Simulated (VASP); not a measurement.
# MgCd2Te3 (I-4m2) in VASP: further runs, part 2 of 2

VASP 6.6.1. The steps go on from the part before.

## 3. Single point, PBE

The input, INCAR:

```
PREC = Accurate
ENCUT = 520
EDIFF = 1E-6
ISMEAR = 0
SIGMA = 0.01
LREAL = False
LASPH = True
NELM = 80
ALGO = Normal
ISIF = 2
LWAVE = False
LCHARG = False
GGA = PE
NBANDS = 31
```

The input, KPOINTS:

```
Automatic mesh
0
Gamma
  8 8 8
```

The input, POSCAR:

```
MgCd2Te3
1.0
   -2.3301121521      2.3301121521      9.8447611624
    2.3301121521     -2.3301121521      9.8447611624
    2.3301121521      2.3301121521     -9.8447611624
Mg Cd Te
1 2 3
Direct
    0.0000000000      0.0000000000      0.0000000000
    0.3344178160      0.3344178160      0.0000000000
    0.6655821840      0.6655821840      0.0000000000
    0.9192202885      0.4192202885      0.5000000000
    0.5807797115      0.0807797115      0.5000000000
    0.2500000000      0.7500000000      0.5000000000
```

Potentials or basis: VASP PAW PBE potentials, release 64 (Mg, Cd, Te).

Started as:

```sh
> cat potpaw_PBE.64/Mg/POTCAR potpaw_PBE.64/Cd/POTCAR potpaw_PBE.64/Te/POTCAR > POTCAR
> mpirun -np 1 vasp_std > vasp.out
```

OUTCAR:

```text
PREC = Accurate
   ENCUT = 520
   EDIFF = 1E-6
   ISMEAR = 0
   LREAL = False
   LASPH = True
   NELM = 80
   ISIF = 2
   GGA = PE

 ion  position               nearest neighbor table
   1  0.000  0.000  0.000-   5 2.82   4 2.82   5 2.82   4 2.82
   2  0.334  0.334  0.000-   6 2.86   6 2.86   4 2.87   4 2.87
   3  0.666  0.666  0.000-   6 2.86   6 2.86   5 2.87   5 2.87
   4  0.919  0.419  0.500-   1 2.82   1 2.82   2 2.87   2 2.87
   5  0.581  0.081  0.500-   1 2.82   1 2.82   3 2.87   3 2.87
   6  0.250  0.750  0.500-   2 2.86   3 2.86   2 2.86   3 2.86

  LATTYP: Found a body centered tetragonal cell.
 ALAT       =     4.6602243042
 C/A-ratio  =     4.2250160163

  Lattice vectors:

 A1 = (  -2.3301121521,   2.3301121521,   9.8447611624)
 A2 = (   2.3301121521,  -2.3301121521,   9.8447611624)
 A3 = (   2.3301121521,   2.3301121521,  -9.8447611624)

Analysis of symmetry for initial positions (statically):
=====================================================================
 Subroutine PRICEL returns:
 Original cell was already a primitive cell.

 Routine SETGRP: Setting up the symmetry group for a
 body centered tetragonal supercell.

 Subroutine GETGRP returns: Found  8 space group operations
 (whereof  8 operations were pure point group operations)
 out of a pool of 16 trial point group operations.

The static configuration has the point symmetry D_2d.

Analysis of symmetry for dynamics (positions and initial velocities):
=====================================================================
 Subroutine PRICEL returns:
 Original cell was already a primitive cell.

 Routine SETGRP: Setting up the symmetry group for a
 body centered tetragonal supercell.

 Subroutine GETGRP returns: Found  8 space group operations
 (whereof  8 operations were pure point group operations)
 out of a pool of 16 trial point group operations.

The dynamic configuration has the point symmetry D_2d.

 Subroutine INISYM returns: Found  8 space group operations
 (whereof  8 operations are pure point group operations),
 and found     1 'primitive' translations

----------------------------------------------------------------------------------------

                                     Primitive cell

  volume of cell :     213.8055

  direct lattice vectors                    reciprocal lattice vectors
    -2.330112152  2.330112152  9.844761162     0.000000000  0.214581946  0.050788434
     2.330112152 -2.330112152  9.844761162     0.214581946  0.000000000  0.050788434
     2.330112152  2.330112152 -9.844761162     0.214581946  0.214581946  0.000000000

  length of vectors
    10.381626444 10.381626444 10.381626444     0.220510491  0.220510491  0.303464698

  position of ions in fractional coordinates (direct lattice)
     0.000000000  0.000000000  0.000000000
     0.334417816  0.334417816  0.000000000
     0.665582184  0.665582184  0.000000000
     0.919220289  0.419220289  0.500000000
     0.580779711  0.080779711  0.500000000
     0.250000000  0.750000000  0.500000000

  ion indices of the primitive-cell ions
   primitive index   ion index
                 1           1
                 2           2
                 3           3
                 4           4
                 5           5
                 6           6

----------------------------------------------------------------------------------------

 KPOINTS: Automatic mesh

Automatic generation of k-mesh.
 Grid dimensions read from file:
 generate k-points for:    8    8    8

 Generating k-lattice:

  Cartesian coordinates                     Fractional coordinates (reciprocal lattice)
     0.000000000  0.026822743  0.006348554     0.125000000  0.000000000  0.000000000
     0.026822743  0.000000000  0.006348554     0.000000000  0.125000000  0.000000000
     0.026822743  0.026822743  0.000000000     0.000000000  0.000000000  0.125000000

  Length of vectors
     0.027563811  0.027563811  0.037933087

  Shift w.r.t. Gamma in fractional coordinates (k-lattice)
     0.000000000  0.000000000  0.000000000

 Subroutine IBZKPT returns following result:
 ===========================================

 Found     59 irreducible k-points:

 Following reciprocal coordinates:
            Coordinates               Weight
  0.000000  0.000000  0.000000      1.000000
  0.125000  0.000000 -0.000000      8.000000
  0.250000  0.000000 -0.000000      8.000000
  0.375000  0.000000 -0.000000      8.000000
  0.500000  0.000000 -0.000000      4.000000
  0.125000  0.125000 -0.000000      8.000000
[... 16 lines left out ...]
  0.250000  0.125000  0.125000     16.000000
  0.375000  0.125000  0.125000      8.000000
 [... further k-points ...]
   k-points           NKPTS =     59   k-points in BZ     NKDIM =     59   number of bands    NBANDS=     31
   number of dos      NEDOS =    301   number of ions     NIONS =      6
   total plane-waves  NPLWV = 512000
   dimension x,y,z NGX =    80 NGY =   80 NGZ =   80
   dimension x,y,z NGXF=   160 NGYF=  160 NGZF=  160
   ions per type =               1   2   3
   NGX,Y,Z   is equivalent  to a cutoff of  12.81, 12.81, 12.81 a.u.
   NGXF,Y,Z  is equivalent  to a cutoff of  25.62, 25.62, 25.62 a.u.
 SYSTEM =  unknown system
   PREC   = accura    normal or accurate (medium, high low for compatibility)
   ISTART =      0    job   : 0-new  1-cont  2-samecut
   ICHARG =      2    charge: 1-file 2-atom 10-const
   ISPIN  =      1    spin polarized calculation?
   LNONCOLLINEAR =      F non collinear calculations
   LSORBIT =      F    spin-orbit coupling
   LASPH  =      T    aspherical Exc in radial PAW
   ENCUT  =  520.0 eV  38.22 Ry    6.18 a.u.  19.30 19.30 19.30*2*pi/ulx,y,z
   NELM   =     80;   NELMIN=  2; NELMDL= -5     # of ELM steps
   EDIFF  = 0.1E-05   stopping-criterion for ELM
   LREAL  =      F    real-space projection
[... 7 lines left out ...]
   TEBEG  =    0.0;   TEEND  =   0.0 temperature during run
   PSTRESS=    0.0 pullay stress
   NELECT =      44.0000    total number of electrons
   NUPDOWN=      -1.0000    fix difference up-down
   EMIN   =  10.00;   EMAX   =-10.00  energy-range for DOS
   EFERMI =   0.00;   METHOD = LEGACY
   ISMEAR =     0;   SIGMA  =   0.01  broadening in eV -4-tet -1-fermi 0-gaus
   EFERMI_NEDOS =   21; number of points for ismear=-14 and -15
   IALGO  =     38    algorithm
   IMIX   =      4    mixing-type and parameters
     AMIX     =   0.40;   BMIX     =  1.00
     AMIX_MAG =   1.60;   BMIX_MAG =  1.00
  volume/ion in A,a.u.               =      35.63       240.47
  Fermi-wavevector in a.u.,A,eV,Ry     =   0.966539  1.826494 12.710534  0.934198
  Thomas-Fermi vector in A             =   2.096349
   LORBIT       =      0    0 simple, 1 ext, 2 COOP (PROOUT), +10 PAW based schemes
   GGA     = PE    functional components
   LHFCALC =     F    Hartree Fock is set to
   AEXX    =    0.0000 exact exchange contribution
   IVDW    =     0    specifies the selected vdW correction
   LEPSILON=     F    determine dielectric tensor
   LRPA    =     F    only Hartree local field effects (RPA)
 non-spin polarized calculation
 Gauss-broadening in eV      SIGMA  =   0.01
  energy-cutoff  :      520.00
  volume of cell :      213.81
 maximum number of plane-waves:      5812
 NGX is ok and might be reduce to    80
   NGX = 39   NGY = 39   NGZ = 39

 number of electron      44.0000004 magnetization

 Free energy of the ion-electron system (eV)
  ---------------------------------------------------
  ext. energy  EPLUGINS =         0.00000000
  ---------------------------------------------------
  free energy    TOTEN  =       -16.01737880 eV

  energy without entropy =      -16.01737880  energy(sigma->0) =      -16.01737880

 E-fermi :   1.8809     XC(G=0):  -8.1359

 val. band max:        1.7892783274   @ k =   0.0000   0.0000   0.0000
 cond. band min:       2.8845195770   @ k =   0.0000   0.0000   0.0000
 fundamental gap:      1.0952412495
 Fermi energy:         1.8808555615

 k-point     1 :       0.0000    0.0000    0.0000
  band No.  band energies     occupation
      1      -8.8320      2.00000
      2      -8.5106      2.00000
      3      -8.3210      2.00000
      4      -6.1202      2.00000
      5      -6.1202      2.00000
      6      -6.0537      2.00000
[... 23 lines left out ...]
     30       6.6717      0.00000
     31       8.9018      0.00000
[... 751 lines left out ...]
      1      -8.5053      2.00000
      2      -8.2981      2.00000
      3      -8.2742      2.00000
      4      -6.0688      2.00000
      5      -6.0586      2.00000
      6      -6.0530      2.00000
[... 23 lines left out ...]
     30       7.9045      0.00000
     31       8.0431      0.00000

 [... further k-points ...]
[... 5 lines left out ...]
  --------------------------------------------------------------------------------------
  -------------------------------------------------------------------------------------
  Total        0.0849208      0.0849208      0.0945309      0.0000000      0.0000000      0.0000000
  in kB        0.6363646      0.6363646      0.7083789      0.0000000      0.0000000      0.0000000
  external PRESSURE =       0.6603694 kB  Pullay stress =       0.0000000 kB

 VOLUME and BASIS-vectors are now :
 -----------------------------------------------------------------------------
  energy-cutoff  :      520.00
  volume of cell :      213.81
      direct lattice vectors                 reciprocal lattice vectors
    -2.330112152  2.330112152  9.844761162     0.000000000  0.214581946  0.050788434
     2.330112152 -2.330112152  9.844761162     0.214581946  0.000000000  0.050788434
     2.330112152  2.330112152 -9.844761162     0.214581946  0.214581946  0.000000000

 POSITION                                       TOTAL-FORCE (eV/Angst)
 -----------------------------------------------------------------------------------
      0.00000      0.00000      0.00000         0.000000      0.000000      0.000000
      0.00000      0.00000      6.58453         0.000000      0.000000     -0.000295
      0.00000      0.00000     13.10500         0.000000      0.000000      0.000295
      0.00000      2.33011      8.25425        -0.000000     -0.000000      0.016455
      0.00000      2.33011      1.59051        -0.000000     -0.000000     -0.016455
      2.33011      0.00000      4.92238         0.000000      0.000000      0.000000
 -----------------------------------------------------------------------------------
    total drift:                               -0.000001      0.000001      0.000000

  FREE ENERGIE OF THE ION-ELECTRON SYSTEM (eV)
  ---------------------------------------------------
  free  energy   TOTEN  =       -16.0173788010 eV

  energy  without entropy=      -16.0173788010  energy(sigma->0) =      -16.01737880
```

OSZICAR:

```text
N       E                     dE             d eps       ncg     rms          rms(c)
DAV:   1     0.249751396595E+03    0.24975E+03   -0.18350E+04  3666   0.119E+03
DAV:   2    -0.162508855494E+01   -0.25138E+03   -0.24158E+03  4228   0.263E+02
DAV:   3    -0.164768606069E+02   -0.14852E+02   -0.14774E+02  4448   0.635E+01
DAV:   4    -0.167141684091E+02   -0.23731E+00   -0.23725E+00  4547   0.747E+00
DAV:   5    -0.167174320654E+02   -0.32637E-02   -0.32636E-02  4655   0.922E-01    0.736E+00
DAV:   6    -0.160599069651E+02    0.65753E+00   -0.12983E+00  4099   0.873E+00    0.603E+00
DAV:   7    -0.160105688659E+02    0.49338E-01   -0.54740E-01  4415   0.312E+00    0.242E+00
DAV:   8    -0.160157428363E+02   -0.51740E-02   -0.39693E-02  3918   0.166E+00    0.892E-01
DAV:   9    -0.160173066077E+02   -0.15638E-02   -0.52715E-03  4351   0.575E-01    0.213E-01
DAV:  10    -0.160171960068E+02    0.11060E-03   -0.14582E-03  3974   0.300E-01    0.869E-02
DAV:  11    -0.160173284225E+02   -0.13242E-03   -0.30449E-04  4225   0.905E-02    0.270E-02
DAV:  12    -0.160173574626E+02   -0.29040E-04   -0.37195E-05  4341   0.369E-02    0.158E-02
DAV:  13    -0.160173763935E+02   -0.18931E-04   -0.30461E-05  3938   0.378E-02    0.632E-03
DAV:  14    -0.160173788556E+02   -0.24621E-05   -0.48088E-06  4343   0.143E-02    0.675E-03
DAV:  15    -0.160173788010E+02    0.54505E-07   -0.10903E-06  2981   0.451E-03
   1 F= -.16017379E+02 E0= -.16017379E+02  d E =-.834568E-41
```

It took 49 min on 1 thread of Oxide Virtual Turin-like, shared host; peak memory 1.1 GiB.

What came out:

```
Free energy            : -16.0174 eV
Pressure               : 0.1 GPa
Largest force          : 0.016 eV/Å
Band gap on the k mesh : 1.10 eV
```

Forces in eV/Å, atoms in the order of the input:
```
Mg   0.000  0.000  0.000
Cd   0.000  0.000  0.000
Cd   0.000  0.000  0.000
Te   0.000  0.000  0.016
Te   0.000  0.000 -0.016
Te   0.000  0.000  0.000
```

Levels at points of the mesh, in eV from the valence-band top:
```csv
k point,band 18,band 19,band 20,band 21,band 22,band 23,band 24,band 25,band 26,band 27
"(0.00, 0.00, 0.00)",-1.14,-1.14,-0.03,0.00,0.00,1.10,2.89,3.18,3.34,3.40
"(0.50, 0.00, 0.00)",-1.41,-0.82,-0.60,-0.57,-0.52,2.09,2.91,3.46,4.92,5.17
"(0.50, 0.50, 0.00)",-1.83,-1.73,-1.70,-1.50,-1.49,2.76,2.77,3.77,3.79,3.98
"(0.50, 0.50, 0.50)",-1.23,-0.62,-0.62,-0.35,-0.35,2.39,2.68,2.86,3.19,4.02
```

Caveat: spin-orbit coupling is left out, which moves the levels of the heavy elements. A k mesh can miss the band edges.
